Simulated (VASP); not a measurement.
A run of VASP 6.6.1 is set up as follows.

The input INCAR:

```
PREC = Accurate
ENCUT = 600
EDIFF = 1E-7
ISMEAR = 0
SIGMA = 0.1
LREAL = F
LASPH = T
NELM = 100
ALGO = Normal
ISIF = 3
LWAVE = F
LCHARG = F
GGA = PS
IBRION = 2
NSW = 70
EDIFFG = -0.008
PSTRESS = 30.0
```

File KPOINTS:

```
Automatic mesh
0
Gamma
  18 18 18
```

POSCAR

```
Ti
1.0
    0.0000000000      2.0088730749      2.0088730749
    2.0088730749      0.0000000000      2.0088730749
    2.0088730749      2.0088730749      0.0000000000
Ti
1
Direct
    0.0000000000      0.0000000000      0.0000000000
```

Potentials or basis: VASP PAW PBE potentials, release 64 (Ti_sv).

Command:

```bash
$ cat potpaw_PBE.64/Ti_sv/POTCAR > POTCAR
$ mpirun -np 1 vasp_std > vasp.out
```

**Question.** Estimate the band gap on the k mesh.

**Answer.** Zero (bands 6 and 7 overlap by 1.39 eV).

Final structure:
```
CELL_PARAMETERS angstrom
0.00000 2.00887 2.00887
2.00887 0.00000 2.00887
2.00887 2.00887 0.00000
ATOMIC_POSITIONS crystal
Ti 0.00000 0.00000 0.00000
```

Caveat: the relaxation stopped at its first step, so nothing moved; the cell is relaxed towards a set pressure, so the run minimises the enthalpy, not the energy.
